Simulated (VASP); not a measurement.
The system is BaTiO3 (Barioperovskite).

```
CELL_PARAMETERS angstrom
3.98550 0.00000 0.00000
0.00000 2.83690 2.84515
0.00000 -2.83690 2.84515
ATOMIC_POSITIONS crystal
Ba 0.00000 0.00000 0.00000
Ti 0.50000 0.51240 0.51240
O 0.00000 0.48740 0.48740
O 0.50000 0.50524 0.99184
O 0.50000 0.99184 0.50524
```

Program: VASP 6.6.1. Alike in all runs: task single point; potentials or basis VASP PAW PBE potentials, release 64 (Ba_sv, Ti_sv, O); no spin polarisation; cell as given; k mesh 4 × 4 × 4; cutoff (eV) 520; smearing gaussian 0.01 eV.

Q: Order these runs on this cell by their pressure, lowest first.
A. level PBEsol+U; U Ti d U = 2.0 eV
B. level PBEsol+U; U Ti d U = 6.0 eV
C. level PBEsol
D. level PBEsol+U; U Ti d U = 4.0 eV

A: C (-2.1 GPa), A (-0.5 GPa), D (1.2 GPa), B (2.9 GPa).

Caveats: the PAW data sets were made with another functional, which shifts forces and pressure a little.
